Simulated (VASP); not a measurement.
Here is a VASP 6.6.1 calculation.

INCAR

```
PREC = Accurate
ENCUT = 520
EDIFF = 1E-6
ISMEAR = -1
SIGMA = 0.03
LREAL = False
LASPH = True
NELM = 150
ALGO = Normal
ISIF = 2
LWAVE = False
LCHARG = True
ISPIN = 2
MAGMOM = 4 0 0
LORBIT = 11
LMAXMIX = 4
LDAU = True
LDAUTYPE = 2
LDAUL = 2 -1
LDAUU = 3 0
LDAUJ = 0 0
LDAUPRINT = 1
LELF = True
LVHAR = True
NBANDS = 24
```

KPOINTS

```
Automatic mesh
0
Gamma
  11 11 6
```

POSCAR

```
MnO2
1.0
    2.8565781804      0.0000000000      0.0000000000
   -1.4282890902      2.4738692722      0.0000000000
    0.0000000000      0.0000000000      4.6013740589
Mn O
1 2
Direct
    0.0000000000      0.0000000000      0.5000000000
    0.6666666667      0.3333333333      0.2937074300
    0.3333333333      0.6666666667      0.7062925700
```

Potentials or basis: VASP PAW LDA potentials, release 64 (Mn_pv, O).

Launch:

```sh
$ cat potpaw_LDA.64/Mn_pv/POTCAR potpaw_LDA.64/O/POTCAR > POTCAR
$ mpirun -np 1 vasp_std > vasp.out
```

Predict the pressure.

-4.2 GPa.

Estimate the net moment.

3.00 μB per cell.

Estimate the band gap on the k mesh.

1.79 eV (least direct gap 2.03 eV).

Estimate the site moments.

Mn +3.02; O -0.04 μB.

Forces on the atoms (eV/Å):
```
Mn   0.000  0.000  0.000
O    0.000  0.000  0.273
O    0.000  0.000 -0.273
```

Caveat: the cell stands under tension; a cell with one magnetic atom can't hold antiferromagnetic order, which such compounds often take. The state reached can hang on the start; a lower one may exist.
